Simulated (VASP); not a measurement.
Runs of VASP 6.6.1 on AlNi. The structure is that of space group Pm-3m (No. 221), or close to it. The cells are those of the table. 

| cell | gap on the mesh (eV) | pressure (GPa) |
| --- | --- | --- |
| a = 2.862, b = 2.862, c = 2.948 Å, 2 atoms | none | (a) |
| a = 2.862 Å, 2 atoms | none | 0.1 |
| a = 2.862, b = 2.862, c = 2.905 Å, 2 atoms | none | (b) |
| a = 2.862, b = 2.862, c = 2.991 Å, 2 atoms | none | -6.8 |
| a = 2.862, b = 2.862, c = 2.734 Å, 2 atoms | none | 8.9 |

Alike in all rows: task single point; level PBEsol; potentials or basis VASP PAW PBE potentials, release 64 (Al, Ni); no spin polarisation; k mesh 18 × 18 × 18; cutoff (eV) 520; smearing gaussian 0.1 eV.

Problem. Estimate the missing entries.

Solution. (a) -4.7; (b) -2.7.

Caveats: the PAW data sets were made with another functional, which shifts forces and pressure a little; the cell stands under tension (at least some runs); the stress differs along the axes, from 7 to 12 GPa (at least some runs).

A gap of «none» marks levels without a gap at the run's occupations.
